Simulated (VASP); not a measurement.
# Pd (Fm-3m) in VASP: a series of runs

Runs on Pd. Level: LDA. Tasks: single point, relaxation of cell and atoms.

Everything below comes from runs of VASP 6.6.1. Logs are shortened: lines on timing, memory, paths and dates and some standing lists are left out, and cuts for length are marked.

## 1. The cell of the first run

It takes space group Fm-3m (No. 225, cubic). The conventional cell has a = 3.845 Å, b = 3.845 Å, c = 3.845 Å, α = 90.00°, β = 90.00°, γ = 90.00°. Pd (site symmetry m-3m) has 12 Pd at 2.72 Å within 3.6 Å.

## 2. Single point, LDA

File INCAR:

```
ALGO     = Fast           # electronic algorithm
EDIFF    = 1E-6           # SCF threshold, eV
ENCUT    = 520            # plane-wave cutoff, eV
ISIF     = 2              # what is computed and relaxed
ISMEAR   = 0              # smearing method
LASPH    = T              # aspherical terms in the spheres
LCHARG   = F              # write CHGCAR
LREAL    = F              # projectors in reciprocal space
LWAVE    = F              # write WAVECAR
NBANDS   = 11             # bands
NELM     = 60             # most SCF steps
PREC     = Accurate       # precision mode
SIGMA    = 0.1            # smearing width, eV
```

File KPOINTS:

```
k-points
0
Gamma
  8 8 8
```

File POSCAR:

```
Pd
1.0
    0.0000000000      1.9225837208      1.9225837208
    1.9225837208      0.0000000000      1.9225837208
    1.9225837208      1.9225837208      0.0000000000
Pd
1
Direct
    0.0000000000      0.0000000000      0.0000000000
```

Potentials or basis: VASP PAW LDA potentials, release 64 (Pd).

The run is started by

```
cat potpaw_LDA.64/Pd/POTCAR > POTCAR
mpirun -np 1 vasp_std > vasp.out
```

OUTCAR:

```text
EDIFF = 1E-6
   ENCUT = 520
   ISIF = 2
   ISMEAR = 0
   LASPH = T
   LREAL = F
   NELM = 60
   PREC = Accurate

 ion  position               nearest neighbor table
   1  0.000  0.000  0.000-

  LATTYP: Found a face centered cubic cell.
 ALAT       =     3.8451674416

  Lattice vectors:

 A1 = (   0.0000000000,   1.9225837208,   1.9225837208)
 A2 = (   1.9225837208,   0.0000000000,   1.9225837208)
 A3 = (   1.9225837208,   1.9225837208,   0.0000000000)

Analysis of symmetry for initial positions (statically):
=====================================================================
 Subroutine PRICEL returns:
 Original cell was already a primitive cell.

 Routine SETGRP: Setting up the symmetry group for a
 face centered cubic supercell.

 Subroutine GETGRP returns: Found 48 space group operations
 (whereof 48 operations were pure point group operations)
 out of a pool of 48 trial point group operations.

The static configuration has the point symmetry O_h .

Analysis of symmetry for dynamics (positions and initial velocities):
=====================================================================
 Subroutine PRICEL returns:
 Original cell was already a primitive cell.

 Routine SETGRP: Setting up the symmetry group for a
 face centered cubic supercell.

 Subroutine GETGRP returns: Found 48 space group operations
 (whereof 48 operations were pure point group operations)
 out of a pool of 48 trial point group operations.

The dynamic configuration has the point symmetry O_h .

 Subroutine INISYM returns: Found 48 space group operations
 (whereof 48 operations are pure point group operations),
 and found     1 'primitive' translations

----------------------------------------------------------------------------------------

                                     Primitive cell

  volume of cell :      14.2130

  direct lattice vectors                    reciprocal lattice vectors
     0.000000000  1.922583721  1.922583721    -0.260066698  0.260066698  0.260066698
     1.922583721  0.000000000  1.922583721     0.260066698 -0.260066698  0.260066698
     1.922583721  1.922583721  0.000000000     0.260066698  0.260066698 -0.260066698

  length of vectors
     2.718943973  2.718943973  2.718943973     0.450448734  0.450448734  0.450448734

  position of ions in fractional coordinates (direct lattice)
     0.000000000  0.000000000  0.000000000

  ion indices of the primitive-cell ions
   primitive index   ion index
                 1           1

----------------------------------------------------------------------------------------

 KPOINTS: k-points

Automatic generation of k-mesh.
 Grid dimensions read from file:
 generate k-points for:    8    8    8

 Generating k-lattice:

  Cartesian coordinates                     Fractional coordinates (reciprocal lattice)
    -0.032508337  0.032508337  0.032508337     0.125000000  0.000000000  0.000000000
     0.032508337 -0.032508337  0.032508337     0.000000000  0.125000000  0.000000000
     0.032508337  0.032508337 -0.032508337     0.000000000  0.000000000  0.125000000

  Length of vectors
     0.056306092  0.056306092  0.056306092

  Shift w.r.t. Gamma in fractional coordinates (k-lattice)
     0.000000000  0.000000000  0.000000000

 Subroutine IBZKPT returns following result:
 ===========================================

 Found     29 irreducible k-points:

 Following reciprocal coordinates:
            Coordinates               Weight
  0.000000  0.000000  0.000000      1.000000
  0.125000  0.000000  0.000000      8.000000
  0.250000  0.000000  0.000000      8.000000
  0.375000  0.000000  0.000000      8.000000
  0.500000  0.000000  0.000000      4.000000
  0.125000  0.125000  0.000000      6.000000
[... 16 lines left out ...]
  0.500000  0.250000  0.125000     48.000000
 -0.375000  0.250000  0.125000     24.000000
 [... further k-points ...]
   k-points           NKPTS =     29   k-points in BZ     NKDIM =     29   number of bands    NBANDS=     11
   number of dos      NEDOS =    301   number of ions     NIONS =      1
   total plane-waves  NPLWV =   8000
   dimension x,y,z NGX =    20 NGY =   20 NGZ =   20
   dimension x,y,z NGXF=    40 NGYF=   40 NGZF=   40
   ions per type =               1
   NGX,Y,Z   is equivalent  to a cutoff of  12.23, 12.23, 12.23 a.u.
   NGXF,Y,Z  is equivalent  to a cutoff of  24.46, 24.46, 24.46 a.u.
 SYSTEM =  unknown system
   PREC   = accura    normal or accurate (medium, high low for compatibility)
   ISTART =      0    job   : 0-new  1-cont  2-samecut
   ICHARG =      2    charge: 1-file 2-atom 10-const
   ISPIN  =      1    spin polarized calculation?
   LNONCOLLINEAR =      F non collinear calculations
   LSORBIT =      F    spin-orbit coupling
   LASPH  =      T    aspherical Exc in radial PAW
   ENCUT  =  520.0 eV  38.22 Ry    6.18 a.u.   5.06  5.06  5.06*2*pi/ulx,y,z
   NELM   =     60;   NELMIN=  2; NELMDL= -5     # of ELM steps
   EDIFF  = 0.1E-05   stopping-criterion for ELM
   LREAL  =      F    real-space projection
   EDIFFG = 0.1E-04   stopping-criterion for IOM
   NSW    =      0    number of steps for IOM
   IBRION =     -1    ionic relax: 0-MD 1-quasi-New 2-CG
   NFREE  =      0    steps in history (QN), initial steepest desc. (CG)
   ISIF   =      2    stress and relaxation
   ISYM   =      2    0-nonsym 1-usesym 2-fastsym
   POTIM  = 0.5000    time-step for ionic-motion
   TEBEG  =    0.0;   TEEND  =   0.0 temperature during run
   PSTRESS=    0.0 pullay stress
   NELECT =      10.0000    total number of electrons
   NUPDOWN=      -1.0000    fix difference up-down
   EMIN   =  10.00;   EMAX   =-10.00  energy-range for DOS
   EFERMI =   0.00;   METHOD = LEGACY
   ISMEAR =     0;   SIGMA  =   0.10  broadening in eV -4-tet -1-fermi 0-gaus
   EFERMI_NEDOS =   21; number of points for ismear=-14 and -15
   IALGO  =     68    algorithm
   IMIX   =      4    mixing-type and parameters
     AMIX     =   0.40;   BMIX     =  1.00
     AMIX_MAG =   1.60;   BMIX_MAG =  1.00
  volume/ion in A,a.u.               =      14.21        95.91
  Fermi-wavevector in a.u.,A,eV,Ry     =   1.456061  2.751556 28.845898  2.120114
  Thomas-Fermi vector in A             =   2.573023
   LORBIT       =      0    0 simple, 1 ext, 2 COOP (PROOUT), +10 PAW based schemes
   GGA     = CA    functional components
   LHFCALC =     F    Hartree Fock is set to
   AEXX    =    0.0000 exact exchange contribution
   IVDW    =     0    specifies the selected vdW correction
   LEPSILON=     F    determine dielectric tensor
   LRPA    =     F    only Hartree local field effects (RPA)
 non-spin polarized calculation
 RMM-DIIS sequential band-by-band and
 Gauss-broadening in eV      SIGMA  =   0.10
  energy-cutoff  :      520.00
  volume of cell :       14.21
 maximum number of plane-waves:       392
   NGX = 11   NGY = 11   NGZ = 11

 number of electron      10.0000005 magnetization

 Free energy of the ion-electron system (eV)
  ---------------------------------------------------
  ext. energy  EPLUGINS =         0.00000000
  ---------------------------------------------------
  free energy    TOTEN  =        -6.47252167 eV

  energy without entropy =       -6.46003339  energy(sigma->0) =       -6.46627753

 E-fermi :  10.3541     XC(G=0): -13.7398

 val. band max:       10.3086446490   @ k =  -0.3750   0.3750   0.1250
 cond. band min:      10.3651018272   @ k =   0.5000   0.2500   0.0000
 fundamental gap:      0.0564571783
 Fermi energy:        10.3541439367

 k-point     1 :       0.0000    0.0000    0.0000
  band No.  band energies     occupation
      1       2.7106      2.00000
      2       7.2315      2.00000
      3       7.2315      2.00000
      4       7.2315      2.00000
      5       8.9753      2.00000
      6       8.9753      2.00000
      7      27.3795      0.00000
      8      32.3070      0.00000
      9      32.3070      0.00000
     10      32.3070      0.00000
     11      37.7047      0.00000

 k-point     2 :       0.1250    0.0000    0.0000
  band No.  band energies     occupation
      1       3.2766      2.00000
      2       7.0476      2.00000
      3       7.4157      2.00000
      4       7.4157      2.00000
      5       8.9012      2.00000
      6       8.9012      2.00000
      7      27.9129      0.00000
      8      29.6264      0.00000
      9      32.9974      0.00000
     10      32.9974      0.00000
     11      36.3957      0.00000

 k-point     3 :       0.2500    0.0000    0.0000
  band No.  band energies     occupation
      1       4.4472      2.00000
      2       7.1750      2.00000
      3       7.5456      2.00000
      4       7.5456      2.00000
      5       9.1295      2.00000
      6       9.1295      2.00000
      7      25.0252      0.00000
      8      28.5305      0.00000
      9      34.2624      0.00000
     10      34.2624      0.00000
     11      36.3742      0.00000

 k-point     4 :       0.3750    0.0000    0.0000
  band No.  band energies     occupation
      1       4.6999      2.00000
      2       7.3143      2.00000
      3       7.3143      2.00000
      4       9.1985      2.00000
      5       9.8708      2.00000
      6       9.8708      2.00000
      7      20.4924      0.00000
      8      27.3432      0.00000
      9      32.6348      0.00000
     10      32.6348      0.00000
     11      37.4739      0.00000
[... 239 lines left out ...]
 k-point    22 :       0.3750    0.2500    0.1250
  band No.  band energies     occupation
      1       5.4877      2.00000
      2       6.1400      2.00000
      3       7.2747      2.00000
      4       8.6046      2.00000
      5       8.8044      2.00000
      6      10.5519      0.00516
      7      25.5403      0.00000
      8      26.4528      0.00000
      9      29.8411      0.00000
     10      32.4345      0.00000
     11      36.3395      0.00000

 k-point    23 :       0.5000    0.2500    0.1250
  band No.  band energies     occupation
      1       5.6605      2.00000
      2       6.5888      2.00000
      3       7.0188      2.00000
      4       8.4082      2.00000
      5       9.7185      2.00000
      6      12.7905      0.00000
      7      21.1738      0.00000
      8      25.6460      0.00000
      9      27.8232      0.00000
     10      32.6024      0.00000
     11      36.3848      0.00000

 k-point    24 :      -0.3750    0.2500    0.1250
  band No.  band energies     occupation
      1       5.5975      2.00000
      2       6.3817      2.00000
      3       7.6412      2.00000
      4       8.1618      2.00000
      5      10.1183      1.99915
      6      15.1764      0.00000
      7      17.8231      0.00000
      8      26.1507      0.00000
      9      26.4848      0.00000
     10      31.6004      0.00000
     11      37.4052      0.00000

 [... further k-points ...]
[... 5 lines left out ...]
  --------------------------------------------------------------------------------------
  -------------------------------------------------------------------------------------
  Total        0.0222677      0.0222677      0.0222677     -0.0000000      0.0000000      0.0000000
  in kB        2.5101531      2.5101531      2.5101531     -0.0000000      0.0000000      0.0000000
  external PRESSURE =       2.5101531 kB  Pullay stress =       0.0000000 kB

 VOLUME and BASIS-vectors are now :
 -----------------------------------------------------------------------------
  energy-cutoff  :      520.00
  volume of cell :       14.21
      direct lattice vectors                 reciprocal lattice vectors
     0.000000000  1.922583721  1.922583721    -0.260066698  0.260066698  0.260066698
     1.922583721  0.000000000  1.922583721     0.260066698 -0.260066698  0.260066698
     1.922583721  1.922583721  0.000000000     0.260066698  0.260066698 -0.260066698

 POSITION                                       TOTAL-FORCE (eV/Angst)
 -----------------------------------------------------------------------------------
      0.00000      0.00000      0.00000         0.000000      0.000000      0.000000
 -----------------------------------------------------------------------------------
    total drift:                               -0.000000     -0.000000     -0.000000

  FREE ENERGIE OF THE ION-ELECTRON SYSTEM (eV)
  ---------------------------------------------------
  free  energy   TOTEN  =        -6.4725216740 eV

  energy  without entropy=       -6.4600333932  energy(sigma->0) =       -6.46627753
```

It took 7 s on 1 thread of AMD EPYC 7R43 (Zen 3), shared host; peak memory 0.08 GiB.

Results:

```
Free energy            : -6.4725 eV
Pressure               : 0.3 GPa
Band gap on the k mesh : zero (band 5 reaches 10.61 eV, above the bottom of band 6 at 8.90 eV)
```

Levels at points of the mesh, in eV from the Fermi level:
```
           k point  band 2  band 3  band 4  band 5  band 6  band 7  band 8  band 9
(0.00, 0.00, 0.00)   -3.12   -3.12   -3.12   -1.38   -1.38   17.03   21.95   21.95
(0.50, 0.00, 0.00)   -3.17   -3.17   -0.09   -0.09    0.75    7.47   16.40   21.17
(0.50, 0.50, 0.00)   -5.54   -0.11    0.25    0.25    3.14   11.01   13.15   13.15
```

## 3. Single point, LDA

This run uses another cell than the first one, of 14.14 Å³/atom, 0.995 times its volume.

File INCAR:

```
PREC = Accurate
ENCUT = 520
EDIFF = 1E-7
ISMEAR = 0
SIGMA = 0.1
LREAL = F
LASPH = T
NELM = 60
ALGO = Normal
ISIF = 2
LWAVE = F
LCHARG = F
NBANDS = 11
```

File KPOINTS:

```
regular mesh
0
Gamma
  18 18 18
```

File POSCAR:

```
Pd
1.0
    0.0000000000      1.9193679846      1.9193679846
    1.9193679846      0.0000000000      1.9193679846
    1.9193679846      1.9193679846      0.0000000000
Pd
1
Direct
    0.0000000000      0.0000000000      0.0000000000
```

Potentials or basis: VASP PAW LDA potentials, release 64 (Pd).

The run is started by

```
cat potpaw_LDA.64/Pd/POTCAR > POTCAR
mpirun -np 1 vasp_std > vasp.out
```

Wall time 32 s (1 thread of AMD EPYC 7R43 (Zen 3), shared host); peak memory 0.11 GiB.

Results (log left out):

```
Free energy            : -6.5035 eV
Pressure               : 0.3 GPa
Band gap on the k mesh : zero (band 5 reaches 10.66 eV, above the bottom of band 6 at 8.95 eV)
```

Levels at points of the mesh, in eV from the Fermi level:
| k point | band 1 | band 2 | band 3 | band 4 | band 5 | band 6 | band 7 | band 8 | band 9 | band 10 |
| --- | --- | --- | --- | --- | --- | --- | --- | --- | --- | --- |
| (0.00, 0.00, 0.00) | -7.58 | -3.08 | -3.08 | -3.08 | -1.31 | -1.31 | 17.13 | 22.10 | 22.10 | 22.10 |
| (0.50, 0.00, 0.00) | -5.70 | -3.12 | -3.12 | -0.02 | -0.02 | 0.84 | 7.59 | 16.52 | 21.32 | 21.32 |
| (0.50, 0.50, 0.00) | -5.80 | -5.51 | -0.04 | 0.32 | 0.32 | 3.24 | 11.16 | 13.29 | 13.29 | 22.13 |

## 4. Single point, LDA

File INCAR:

```
ALGO     = Normal         # electronic algorithm
EDIFF    = 1E-6           # SCF threshold, eV
ENCUT    = 520            # plane-wave cutoff, eV
GGA      = CA             # functional
ISIF     = 2              # what is computed and relaxed
ISMEAR   = -1             # smearing method
LASPH    = True           # aspherical terms in the spheres
LCHARG   = False          # write CHGCAR
LREAL    = False          # projectors in reciprocal space
LWAVE    = False          # write WAVECAR
NBANDS   = 11             # bands
NELM     = 100            # most SCF steps
PREC     = Accurate       # precision mode
SIGMA    = 0.15           # smearing width, eV
```

File KPOINTS:

```
k-points
0
Gamma
  18 18 18
```

File POSCAR:

```
Pd
1.0
    0.0000000000      1.9215903150      1.9215903150
    1.9215903150      0.0000000000      1.9215903150
    1.9215903150      1.9215903150      0.0000000000
Pd
1
Direct
    0.0000000000      0.0000000000      0.0000000000
```

The run is started by

```
cat potpaw_LDA.64/Pd/POTCAR > POTCAR
mpirun -np 1 vasp_std > vasp.out
```

Wall time 29 s (1 thread of AMD EPYC 7R43 (Zen 3), shared host); peak memory 0.1 GiB.

The run converged. Its results:

```
Free energy            : -6.5643 eV
Pressure               : 0.3 GPa
Band gap on the k mesh : zero (band 5 reaches 10.60 eV, above the bottom of band 6 at 8.89 eV)
```

Levels at points of the mesh, in eV from the Fermi level:
```
           k point  band 3  band 4  band 5  band 6  band 7  band 8
(0.00, 0.00, 0.00)   -3.11   -3.11   -1.37   -1.37   17.08   22.02
(0.50, 0.00, 0.00)   -3.16   -0.07   -0.07    0.79    7.51   16.46
(0.50, 0.50, 0.00)   -0.10    0.26    0.26    3.19   11.06   13.21
```

## 5. Relaxation of cell and atoms, LDA

This run uses another cell than the first one, of 14.14 Å³/atom, 0.995 times its volume.

File INCAR:

```
SYSTEM = Pd
PREC     = Accurate       ! precision mode
ENCUT    = 600            ! plane-wave cutoff, eV
EDIFF    = 1E-6           ! SCF threshold, eV
ISMEAR   = -1             ! smearing method
SIGMA    = 0.15           ! smearing width, eV
LREAL    = .False.        ! projectors in reciprocal space
LASPH    = .True.         ! aspherical terms in the spheres
NELM     = 100            ! most SCF steps
ALGO     = Normal         ! electronic algorithm
ISIF     = 3              ! what is computed and relaxed
LWAVE    = .False.        ! write WAVECAR
LCHARG   = .False.        ! write CHGCAR
IBRION   = 2              ! ionic algorithm
NSW      = 80             ! ionic steps
EDIFFG   = -0.001         ! ionic threshold
```

File KPOINTS:

```
Automatic mesh
0
Gamma
  18 18 18
  0 0 0
```

File POSCAR:

```
Pd
1.0
    0.0000000000      1.9193679846      1.9193679846
    1.9193679846      0.0000000000      1.9193679846
    1.9193679846      1.9193679846      0.0000000000
Pd
1
Direct
    0.0000000000      0.0000000000      0.0000000000
```

The run is started by

```
cat potpaw_LDA.64/Pd/POTCAR > POTCAR
mpirun -np 1 vasp_std > vasp.out
```

Run time: 2.6 min. Hardware: 1 thread of AMD EPYC 7R43 (Zen 3), shared host; peak memory 0.13 GiB.

It converged, with:

```
Free energy                            : -6.5643 eV
Relaxed volume                         : 14.21 Å³/atom
Relaxed cell                           : a = 2.719 Å, b = 2.719 Å, c = 2.719 Å, α = 60.00°, β = 60.00°, γ = 60.00°
Space group after relaxing (to 0.05 Å) : Fm-3m (No. 225)
Energy gained by relaxing              : 0.2 meV/atom
Ionic steps                            : 15
Pressure after relaxing                : 0.0 GPa
Band gap on the k mesh                 : zero (band 5 reaches 10.57 eV, above the bottom of band 6 at 8.87 eV)
```

The path:
```tsv
step	energy change (eV)	largest force (eV/Å)	pressure (GPa)	volume (Å³)
1	0.0000	0.0000	1.07	14.14
2	0.0006	0.0000	-1.94	14.34
3	-0.0002	0.0000	-0.06	14.21
4	-0.0002	0.0000	0.05	14.21
5	-0.0002	0.0000	0.02	14.21
6	-0.0002	0.0000	0.02	14.21
7	-0.0002	0.0000	0.02	14.21
8	-0.0002	0.0000	0.02	14.21
9	-0.0002	0.0000	0.02	14.21
10	-0.0002	0.0000	0.02	14.21
11	-0.0002	0.0000	0.02	14.21
12	-0.0002	0.0000	0.02	14.21
13	-0.0002	0.0000	0.02	14.21
14	-0.0002	0.0000	0.01	14.21
15	-0.0002	0.0000	0.01	14.21
```

Final structure:
```
Pd
1.0
     0.00000    1.92238    1.92238
     1.92238    0.00000    1.92238
     1.92238    1.92238    0.00000
Pd
1
Cartesian
  0.0000 0.0000 0.0000
```

Levels at points of the mesh, in eV from the Fermi level:
```tsv
k point	band 3	band 4	band 5	band 6	band 7	band 8
(0.00, 0.00, 0.00)	-3.11	-3.11	-1.36	-1.36	17.08	22.01
(0.50, 0.00, 0.00)	-3.15	-0.07	-0.07	0.80	7.50	16.46
(0.50, 0.50, 0.00)	-0.10	0.26	0.26	3.19	11.05	13.21
```

## 6. The runs side by side

| task | cell | k mesh | cutoff (eV) | smearing | gap on the mesh (eV) | pressure (GPa) |
| --- | --- | --- | --- | --- | --- | --- |
| single point | a = 2.719 Å, angles 60.0°, 1 atom | 8 × 8 × 8 | 520 | gaussian 0.1 eV | none | 0.3 |
| single point | a = 2.714 Å, angles 60.0°, 1 atom | 18 × 18 × 18 | 520 | gaussian 0.1 eV | none | 0.3 |
| single point | a = 2.718 Å, angles 60.0°, 1 atom | 18 × 18 × 18 | 520 | fermi-dirac 0.15 eV | none | 0.3 |
| relaxation of cell and atoms | relaxed from a = 2.714 Å, angles 60.0°, 1 atom | 18 × 18 × 18 | 600 | fermi-dirac 0.15 eV | none | 0.0 |

Alike in all rows: level LDA; potentials or basis VASP PAW LDA potentials, release 64 (Pd); no spin polarisation.

Total energies depend on the potentials used, so only differences within one code and one set of settings carry meaning.
